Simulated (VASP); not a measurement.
# F2 in VASP: single point with LDA

Aim: the single point of F2 with LDA.

Everything below comes from runs of VASP 6.6.1. Logs are shortened: lines on timing, memory, paths and dates and some standing lists are left out, and cuts for length are marked.

## (1) The cell of the first run

The cell holds a molecule in a box, 2 atoms: a = 12.000 Å, b = 12.300 Å, c = 12.600 Å, α = 90.00°, β = 90.00°, γ = 90.00°.

## (2) Single point, LDA

The input, INCAR:

```
SYSTEM = F
  PREC = Accurate
  ENCUT = 1010
  EDIFF = 1E-6
  ISMEAR = -1
  SIGMA = 0.01
  LREAL = .FALSE.
  LASPH = .TRUE.
  NELM = 120
  ALGO = Normal
  ISIF = 2
  LWAVE = .FALSE.
  LCHARG = .TRUE.
  GGA = CA
  LELF = .TRUE.
  LVHAR = .TRUE.
  NBANDS = 14
  GGA_COMPAT = .FALSE.
  NELMDL = -8
```

The input, KPOINTS:

```
regular mesh
0
G
  1 1 1
  0 0 0
```

The input, POSCAR:

```
F
1.0
   12.0000000000      0.0000000000      0.0000000000
    0.0000000000     12.3000000000      0.0000000000
    0.0000000000      0.0000000000     12.6000000000
F
2
Direct
    0.5000000000      0.5000000000      0.4450750300
    0.5000000000      0.5000000000      0.5549249700
```

Potentials or basis: VASP PAW LDA potentials, release 64 (F_h).

The run is started by

```bash
$ cat potpaw_LDA.64/F_h/POTCAR > POTCAR
$ mpirun -np 1 vasp_gam > vasp.out
```

OUTCAR:

```text
SYSTEM = F
   PREC = Accurate
   ENCUT = 1010
   EDIFF = 1E-6
   ISMEAR = -1
   LREAL = .FALSE.
   LASPH = .TRUE.
   NELM = 120
   ISIF = 2
   GGA = CA
   NELMDL = -8

 ion  position               nearest neighbor table
   1  0.500  0.500  0.445-   2 1.38
   2  0.500  0.500  0.555-   1 1.38

  LATTYP: Found a simple orthorhombic cell.
 ALAT       =    12.0000000000
 B/A-ratio  =     1.0250000000
 C/A-ratio  =     1.0500000000

  Lattice vectors:

 A1 = (  12.0000000000,   0.0000000000,   0.0000000000)
 A2 = (   0.0000000000,  12.3000000000,   0.0000000000)
 A3 = (   0.0000000000,   0.0000000000,  12.6000000000)

Analysis of symmetry for initial positions (statically):
=====================================================================
 Subroutine PRICEL returns:
 Original cell was already a primitive cell.

 Routine SETGRP: Setting up the symmetry group for a
 simple orthorhombic supercell.

 Subroutine GETGRP returns: Found  8 space group operations
 (whereof  8 operations were pure point group operations)
 out of a pool of  8 trial point group operations.

The static configuration has the point symmetry D_2h.

Analysis of symmetry for dynamics (positions and initial velocities):
=====================================================================
 Subroutine PRICEL returns:
 Original cell was already a primitive cell.

 Routine SETGRP: Setting up the symmetry group for a
 simple orthorhombic supercell.

 Subroutine GETGRP returns: Found  8 space group operations
 (whereof  8 operations were pure point group operations)
 out of a pool of  8 trial point group operations.

The dynamic configuration has the point symmetry D_2h.

 Subroutine INISYM returns: Found  8 space group operations
 (whereof  8 operations are pure point group operations),
 and found     1 'primitive' translations

----------------------------------------------------------------------------------------

                                     Primitive cell

  volume of cell :    1859.7600

  direct lattice vectors                    reciprocal lattice vectors
    12.000000000  0.000000000  0.000000000     0.083333333  0.000000000  0.000000000
     0.000000000 12.300000000  0.000000000     0.000000000  0.081300813  0.000000000
     0.000000000  0.000000000 12.600000000     0.000000000  0.000000000  0.079365079

  length of vectors
    12.000000000 12.300000000 12.600000000     0.083333333  0.081300813  0.079365079

  position of ions in fractional coordinates (direct lattice)
     0.500000000  0.500000000  0.445075030
     0.500000000  0.500000000  0.554924970

  ion indices of the primitive-cell ions
   primitive index   ion index
                 1           1
                 2           2

----------------------------------------------------------------------------------------

 KPOINTS: regular mesh

Automatic generation of k-mesh.
 Grid dimensions read from file:
 generate k-points for:    1    1    1

 Generating k-lattice:

  Cartesian coordinates                     Fractional coordinates (reciprocal lattice)
     0.083333333  0.000000000  0.000000000     1.000000000  0.000000000  0.000000000
     0.000000000  0.081300813  0.000000000     0.000000000  1.000000000  0.000000000
     0.000000000  0.000000000  0.079365079     0.000000000  0.000000000  1.000000000

  Length of vectors
     0.083333333  0.081300813  0.079365079

  Shift w.r.t. Gamma in fractional coordinates (k-lattice)
     0.000000000  0.000000000  0.000000000

 Subroutine IBZKPT returns following result:
 ===========================================

 Found      1 irreducible k-points:

 Following reciprocal coordinates:
            Coordinates               Weight
  0.000000  0.000000  0.000000      1.000000
   k-points           NKPTS =      1   k-points in BZ     NKDIM =      1   number of bands    NBANDS=     14
   number of dos      NEDOS =    301   number of ions     NIONS =      2
   total plane-waves  NPLWV = ******
   dimension x,y,z NGX =   126 NGY =  128 NGZ =  140
   dimension x,y,z NGXF=   252 NGYF=  256 NGZF=  280
   ions per type =               2
   NGX,Y,Z   is equivalent  to a cutoff of  17.46, 17.30, 18.47 a.u.
   NGXF,Y,Z  is equivalent  to a cutoff of  34.91, 34.60, 36.94 a.u.
 SYSTEM =  F
   PREC   = accura    normal or accurate (medium, high low for compatibility)
   ISTART =      0    job   : 0-new  1-cont  2-samecut
   ICHARG =      2    charge: 1-file 2-atom 10-const
   ISPIN  =      1    spin polarized calculation?
   LNONCOLLINEAR =      F non collinear calculations
   LSORBIT =      F    spin-orbit coupling
   LASPH  =      T    aspherical Exc in radial PAW
   ENCUT  = 1010.0 eV  74.23 Ry    8.62 a.u.  31.10 31.87 32.65*2*pi/ulx,y,z
   NELM   =    120;   NELMIN=  2; NELMDL= -8     # of ELM steps
   EDIFF  = 0.1E-05   stopping-criterion for ELM
   LREAL  =      F    real-space projection
   EDIFFG = 0.1E-04   stopping-criterion for IOM
   NSW    =      0    number of steps for IOM
   IBRION =     -1    ionic relax: 0-MD 1-quasi-New 2-CG
   NFREE  =      0    steps in history (QN), initial steepest desc. (CG)
   ISIF   =      2    stress and relaxation
   ISYM   =      2    0-nonsym 1-usesym 2-fastsym
   POTIM  = 0.5000    time-step for ionic-motion
   TEBEG  =    0.0;   TEEND  =   0.0 temperature during run
   PSTRESS=    0.0 pullay stress
   NELECT =      14.0000    total number of electrons
   NUPDOWN=      -1.0000    fix difference up-down
   EMIN   =  10.00;   EMAX   =-10.00  energy-range for DOS
   EFERMI =   0.00;   METHOD = LEGACY
   ISMEAR =    -1;   SIGMA  =   0.01  broadening in eV -4-tet -1-fermi 0-gaus
   EFERMI_NEDOS =   21; number of points for ismear=-14 and -15
   IALGO  =     38    algorithm
   IMIX   =      4    mixing-type and parameters
     AMIX     =   0.40;   BMIX     =  1.00
     AMIX_MAG =   1.60;   BMIX_MAG =  1.00
  volume/ion in A,a.u.               =     929.88      6275.14
  Fermi-wavevector in a.u.,A,eV,Ry     =   0.320847  0.606314  1.400625  0.102943
  Thomas-Fermi vector in A             =   1.207823
   LORBIT       =      0    0 simple, 1 ext, 2 COOP (PROOUT), +10 PAW based schemes
   GGA     = CA    functional components
   LHFCALC =     F    Hartree Fock is set to
   AEXX    =    0.0000 exact exchange contribution
   IVDW    =     0    specifies the selected vdW correction
   LEPSILON=     F    determine dielectric tensor
   LRPA    =     F    only Hartree local field effects (RPA)
 non-spin polarized calculation
  energy-cutoff  :     1010.00
  volume of cell :     1859.76
 maximum number of plane-waves:     67739
 NGX is ok and might be reduce to   126
   NGX = 63   NGY = 63   NGZ = 65

 number of electron      13.9999994 magnetization

 Free energy of the ion-electron system (eV)
  ---------------------------------------------------
  ext. energy  EPLUGINS =         0.00000000
  ---------------------------------------------------
  free energy    TOTEN  =        -4.20128077 eV

  energy without entropy =       -4.20128077  energy(sigma->0) =       -4.20128077

 E-fermi :  -9.1278     XC(G=0):  -0.2887

 val. band max:       -9.4236135322   @ k =   0.0000   0.0000   0.0000
 cond. band min:      -5.6375680001   @ k =   0.0000   0.0000   0.0000
 fundamental gap:      3.7860455321
 Fermi energy:        -9.1277923506

 k-point     1 :       0.0000    0.0000    0.0000
  band No.  band energies     occupation
      1     -34.2519      2.00000
      2     -27.2094      2.00000
      3     -15.7794      2.00000
      4     -13.1453      2.00000
      5     -13.1453      2.00000
      6      -9.4236      2.00000
      7      -9.4236      2.00000
      8      -5.6376      0.00000
      9      -0.1811      0.00000
     10       0.6446      0.00000
     11       0.8196      0.00000
     12       0.8868      0.00000
     13       0.9305      0.00000
     14       0.9791      0.00000

------------------------ aborting loop because EDIFF is reached ----------------------------------------

  FORCE on cell =-STRESS in cart. coord.  units (eV):
  Direction    XX          YY          ZZ          XY          YZ          ZX
  --------------------------------------------------------------------------------------
  -------------------------------------------------------------------------------------
  Total       -0.0303566     -0.0294791      0.1431410      0.0000000      0.0000000      0.0000000
  in kB       -0.0261521     -0.0253962      0.1233155      0.0000000      0.0000000      0.0000000
  external PRESSURE =       0.0239224 kB  Pullay stress =       0.0000000 kB

 VOLUME and BASIS-vectors are now :
 -----------------------------------------------------------------------------
  energy-cutoff  :     1010.00
  volume of cell :     1859.76
      direct lattice vectors                 reciprocal lattice vectors
    12.000000000  0.000000000  0.000000000     0.083333333  0.000000000  0.000000000
     0.000000000 12.300000000  0.000000000     0.000000000  0.081300813  0.000000000
     0.000000000  0.000000000 12.600000000     0.000000000  0.000000000  0.079365079

 POSITION                                       TOTAL-FORCE (eV/Angst)
 -----------------------------------------------------------------------------------
      6.00000      6.15000      5.60795         0.000000      0.000000     -0.123594
      6.00000      6.15000      6.99205         0.000000     -0.000000      0.123594
 -----------------------------------------------------------------------------------
    total drift:                                0.000000     -0.000000      0.000000

  FREE ENERGIE OF THE ION-ELECTRON SYSTEM (eV)
  ---------------------------------------------------
  free  energy   TOTEN  =        -4.2012807701 eV

  energy  without entropy=       -4.2012807701  energy(sigma->0) =       -4.20128077
```

It took 3.8 min on 1 thread of Intel Xeon Platinum 8259CL at 2.50GHz (Skylake/Cascade Lake), shared host; peak memory 2 GiB.

What came out:

- Free energy: -4.2013 eV
- Largest force: 0.124 eV/Å
- Gap between the frontier levels: 3.79 eV

Forces on the atoms (eV/Å):
```
F    0.000  0.000 -0.124
F    0.000  0.000  0.124
```
